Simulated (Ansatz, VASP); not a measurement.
# Two plane-wave programs on Hf

```xyz
2
Lattice="3.6161 0.0000 0.0000 -1.8081 2.4052 0.0000 0.0000 0.0000 5.0578" Properties=species:S:1:pos:R:3 pbc="T T T"
Hf    0.0000    1.6035    1.2645
Hf    1.8081    0.8017    3.7934
```

Change from the starting cell: strain +0.1312 x Voigt [1, -1, 0, 0, 0, 0], atoms carried along.

Alike in both runs: task single point; functional PBE; k mesh 18 × 18 × 10; occupations gaussian, width 0.15 eV; no spin polarisation.

|  | VASP | Ansatz |
| --- | --- | --- |
| version | VASP 6.6.1 | Ansatz 0.2.0 |
| potentials or method | VASP PAW PBE potentials, release 64 (Hf_pv), cutoff 520 eV | scalar-relativistic, plane waves, PAW |
| valence electrons in the cell | 20 | 52 |

```tsv
	VASP	Ansatz	Ansatz less VASP
gap on the k mesh at the Fermi level (eV)	none	none	-
pressure (GPa)	2.9	3.2	+0.34
traceless stress, the component that is largest in VASP (GPa)	9.71	9.68	-0.024
rms of the force components (eV/Å)	0.461	0.464	+0.0030
```

Atom by atom the forces differ by 0.003 eV/Å (rms over components). A gap of «none» marks a metal or a gap that the smearing closes. VASP's potentials hold 20 valence electrons a cell and Ansatz's 52, so a difference there can come from the potentials and not from the codes.

Neither program's run includes spin-orbit coupling.
